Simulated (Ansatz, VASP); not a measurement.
## Two plane-wave programs on Sc3Ru

```
Sc Ru
1.0
     4.29661    0.00000    0.00000
     0.00000    4.29661    0.00000
     0.00000    0.00000    4.29661
Sc Ru
3 1
Direct
  0.00000 0.50000 0.50000
  0.50000 0.00000 0.50000
  0.50000 0.50000 0.00000
  0.00000 0.00000 0.00000
```

Alike in both runs: functional PBE; k mesh 4 × 4 × 4; occupations gaussian, width 0.1 eV; no spin polarisation.

Ansatz relaxed the structure, and its values are those at the end. VASP's run is a single point on that final structure, the one shown.

|  | VASP | Ansatz |
| --- | --- | --- |
| version | VASP 6.6.1 | Ansatz 0.2.0 |
| potentials or method | VASP PAW PBE potentials, release 64 (Sc_sv, Ru_pv), cutoff 520 eV | scalar-relativistic, plane waves, PAW |
| valence electrons in the cell | 47 | 49 |

Ansatz gave:

| Quantity | Value |
| --- | --- |
| gap on the k mesh at the Fermi level (eV) | none |
| pressure (GPa) | -0.2 |

Task: Estimate VASP's values.

Result: gap on the k mesh at the Fermi level (eV): none; pressure (GPa): 0.0.

A gap of «none» marks a metal or a gap that the smearing closes. VASP's potentials hold 47 valence electrons a cell and Ansatz's 49, so a difference there can come from the potentials and not from the codes.

The k mesh is coarse, so the values compare programs but aren't converged.
